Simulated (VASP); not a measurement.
# TiCo (Pm-3m) in VASP: notebook, part 2 of 2

VASP 6.6.1. Earlier steps stand in the parts before.

### Step 3. Single point, PBEsol, collinear spin, ferromagnetic start

INCAR

```
PREC     = Accurate       # precision mode
ENCUT    = 520            # plane-wave cutoff, eV
EDIFF    = 1E-7           # SCF threshold, eV
ISMEAR   = -1             # smearing method
SIGMA    = 0.1            # smearing width, eV
LREAL    = F              # projectors in reciprocal space
LASPH    = T              # aspherical terms in the spheres
NELM     = 150            # most SCF steps
ALGO     = Normal         # electronic algorithm
ISIF     = 2              # what is computed and relaxed
LWAVE    = F              # write WAVECAR
LCHARG   = F              # write CHGCAR
ISPIN    = 2              # spin polarisation
MAGMOM   = 0 3.2          # initial moments
LORBIT   = 11             # projections on sites
LMAXMIX  = 4              # l up to which the mixer works
GGA      = PS             # functional
NBANDS   = 22             # bands
```

KPOINTS

```
regular mesh
0
Gamma
  11 11 11
```

POSCAR

```
TiCo
1.0
    2.9861100000      0.0000000000      0.0000000000
    0.0000000000      2.9861100000      0.0000000000
    0.0000000000      0.0000000000      2.9861100000
Ti Co
1 1
Direct
    0.0000000000      0.0000000000      0.0000000000
    0.5000000000      0.5000000000      0.5000000000
```

Potentials or basis: VASP PAW PBE potentials, release 64 (Ti_sv, Co).

Launch:

```
> cat potpaw_PBE.64/Ti_sv/POTCAR potpaw_PBE.64/Co/POTCAR > POTCAR
> mpirun -np 1 vasp_std > vasp.out
```

OUTCAR:

```text
PREC = Accurate
   ENCUT = 520
   EDIFF = 1E-7
   ISMEAR = -1
   LREAL = F
   LASPH = T
   NELM = 150
   ISIF = 2
   ISPIN = 2
   LORBIT = 11
   GGA = PS

 ion  position               nearest neighbor table
   1  0.000  0.000  0.000-   2 2.59   2 2.59   2 2.59   2 2.59   2 2.59   2 2.59   2 2.59   2 2.59

   2  0.500  0.500  0.500-   1 2.59   1 2.59   1 2.59   1 2.59   1 2.59   1 2.59   1 2.59   1 2.59

  LATTYP: Found a simple cubic cell.
 ALAT       =     2.9861100000

  Lattice vectors:

 A1 = (   2.9861100000,   0.0000000000,   0.0000000000)
 A2 = (   0.0000000000,   2.9861100000,   0.0000000000)
 A3 = (   0.0000000000,   0.0000000000,   2.9861100000)

Analysis of symmetry for initial positions (statically):
=====================================================================
 Subroutine PRICEL returns:
 Original cell was already a primitive cell.

 Routine SETGRP: Setting up the symmetry group for a
 simple cubic supercell.

 Subroutine GETGRP returns: Found 48 space group operations
 (whereof 48 operations were pure point group operations)
 out of a pool of 48 trial point group operations.

The static configuration has the point symmetry O_h .

Analysis of symmetry for dynamics (positions and initial velocities):
=====================================================================
 Subroutine PRICEL returns:
 Original cell was already a primitive cell.

 Routine SETGRP: Setting up the symmetry group for a
 simple cubic supercell.

 Subroutine GETGRP returns: Found 48 space group operations
 (whereof 48 operations were pure point group operations)
 out of a pool of 48 trial point group operations.

The dynamic configuration has the point symmetry O_h .

Analysis of structural, dynamic, and magnetic symmetry:
=====================================================================
 Subroutine PRICEL returns:
 Original cell was already a primitive cell.

[... 149 lines left out ...]
  ext. energy  EPLUGINS =         0.00000000
  ---------------------------------------------------
  free energy    TOTEN  =       -16.90258978 eV

  energy without entropy =      -16.82568960  energy(sigma->0) =      -16.86413969

 E-fermi :   9.7512     XC(G=0): -12.7324

 val. band max:        9.7372189292   @ k =   0.3636   0.2727   0.0000
 cond. band min:       9.7589232177   @ k =   0.3636   0.2727   0.2727
 fundamental gap:      0.0217042885
 Fermi energy:         9.7511901146

 spin component 1

 k-point     1 :       0.0000    0.0000    0.0000
  band No.  band energies     occupation
      1     -47.1561      1.00000
      2     -23.3474      1.00000
      3     -23.3474      1.00000
      4     -23.3474      1.00000
      5       2.0695      1.00000
      6       5.7248      1.00000
[... 589 lines left out ...]
     21      27.9798      0.00000
     22      28.1391      0.00000

 [... further k-points ...]

 spin component 2

 k-point     1 :       0.0000    0.0000    0.0000
  band No.  band energies     occupation
      1     -47.1731      1.00000
      2     -23.3655      1.00000
      3     -23.3655      1.00000
      4     -23.3655      1.00000
      5       2.0744      1.00000
      6       6.1838      1.00000
[... 589 lines left out ...]
     21      27.9482      0.00000
     22      28.1481      0.00000

 [... further k-points ...]

------------------------ aborting loop because EDIFF is reached ----------------------------------------

  FORCE on cell =-STRESS in cart. coord.  units (eV):
  Direction    XX          YY          ZZ          XY          YZ          ZX
  --------------------------------------------------------------------------------------
  -------------------------------------------------------------------------------------
  Total       -1.3941825     -1.3941825     -1.3941825      0.0000000      0.0000000      0.0000000
  in kB      -83.8905056    -83.8905056    -83.8905056      0.0000000      0.0000000      0.0000000
  external PRESSURE =     -83.8905056 kB  Pullay stress =       0.0000000 kB

 VOLUME and BASIS-vectors are now :
 -----------------------------------------------------------------------------
  energy-cutoff  :      520.00
  volume of cell :       26.63
      direct lattice vectors                 reciprocal lattice vectors
     2.986110000  0.000000000  0.000000000     0.334883846  0.000000000  0.000000000
     0.000000000  2.986110000  0.000000000     0.000000000  0.334883846  0.000000000
     0.000000000  0.000000000  2.986110000     0.000000000  0.000000000  0.334883846

 POSITION                                       TOTAL-FORCE (eV/Angst)
 -----------------------------------------------------------------------------------
      0.00000      0.00000      0.00000         0.000000      0.000000      0.000000
      1.49306      1.49306      1.49306         0.000000      0.000000      0.000000
 -----------------------------------------------------------------------------------
    total drift:                                0.000000      0.000000     -0.000000

  FREE ENERGIE OF THE ION-ELECTRON SYSTEM (eV)
  ---------------------------------------------------
  free  energy   TOTEN  =       -16.9025897768 eV

  energy  without entropy=      -16.8256896043  energy(sigma->0) =      -16.86413969

 total charge

# of ion       s       p       d       tot
------------------------------------------
    1        2.248   6.180   1.857  10.286
    2        0.523   0.452   7.319   8.294
--------------------------------------------------
tot          2.771   6.632   9.177  18.580

 magnetization (x)

# of ion       s       p       d       tot
------------------------------------------
    1       -0.002  -0.010  -0.020  -0.032
    2        0.022  -0.004   0.688   0.706
--------------------------------------------------
tot          0.019  -0.014   0.668   0.674
```

stdout:

```text
POSCAR found type information on POSCAR TiCo
 POSCAR found :  2 types and       2 ions
 scaLAPACK will be used
 -----------------------------------------------------------------------------
|                                                                             |
|                                                                             |
|     You enforced a specific xc type in the INCAR file but a different       |
|     I HOPE YOU KNOW WHAT YOU ARE DOING!                                     |
|                                                                             |
 -----------------------------------------------------------------------------

 LDA part: xc-table for (Slater+PW92), standard interpolation
 POSCAR, INCAR and KPOINTS ok, starting setup
 FFT: planning ... GRIDC
 FFT: planning ... GRID_SOFT
 FFT: planning ... GRID
 WAVECAR not read
 entering main loop
```

Wall time 35 s (1 thread of Intel Xeon 6975P-C (Granite Rapids), shared host); peak memory 0.19 GiB.

Results:

```
Free energy                                           : -16.9026 eV
Pressure                                              : -8.4 GPa
Net moment                                            : 0.64 μB per cell
Site moments                                          : Ti -0.03; Co +0.71 μB
Valence electrons inside the program's atomic spheres : Ti 10.29; Co 8.29
```

Caveat: the PAW data sets were made with another functional, which shifts forces and pressure a little.
